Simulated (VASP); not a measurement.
Crystal: Ca.

```
Ca
1.0
     6.27063    0.00000    0.00000
    -3.13531    5.43052    0.00000
     0.00000    0.00000    3.84389
Ca
3
Direct
  0.00000 0.00000 0.00000
  0.33333 0.66667 0.50000
  0.66667 0.33333 0.50000
```

This isn't the form of Ca at room conditions, which is fcc.

- Program: VASP 6.6.1
- Task: relaxation of cell and atoms
- Functional: r2SCAN
- Potentials or basis: VASP PAW PBE potentials, release 64 (Ca_sv)
- Cutoff: 550 eV
- k mesh: 6 × 6 × 8
- Occupations: fermi-dirac, width 0.1 eV
- Spin: no spin polarisation

At the start: pressure 0.1 GPa; volume 43.63 Å³/atom.

Problem. How do energy, volume and symmetry change on relaxing?

Solution. Over 5 steps the energy falls by 2.7 meV/atom and the volume is 43.82 Å³/atom (+0.4 %); space group P6/mmm (No. 191, to 0.1 Å) before and after.

The path:
| step | energy change (eV) | largest force (eV/Å) | pressure (GPa) | volume (Å³) |
| --- | --- | --- | --- | --- |
| 1 | 0.0000 | 0.0000 | 0.10 | 130.90 |
| 2 | -0.0054 | 0.0000 | 0.02 | 131.41 |
| 3 | -0.0078 | 0.0000 | -0.09 | 132.07 |
| 4 | -0.0078 | 0.0000 | -0.09 | 132.04 |
| 5 | -0.0080 | 0.0000 | -0.02 | 131.47 |

Final structure:
```xyz
3
Lattice="6.3419 0.0000 0.0000 -3.1710 5.4923 0.0000 0.0000 0.0000 3.7745" Properties=species:S:1:pos:R:3 pbc="T T T"
Ca   -3.1710    5.4923    0.0000
Ca    0.0000    3.6615    1.8873
Ca    3.1710    1.8308    1.8873
```

Caveat: the PAW data sets were made with another functional, which shifts forces and pressure a little.
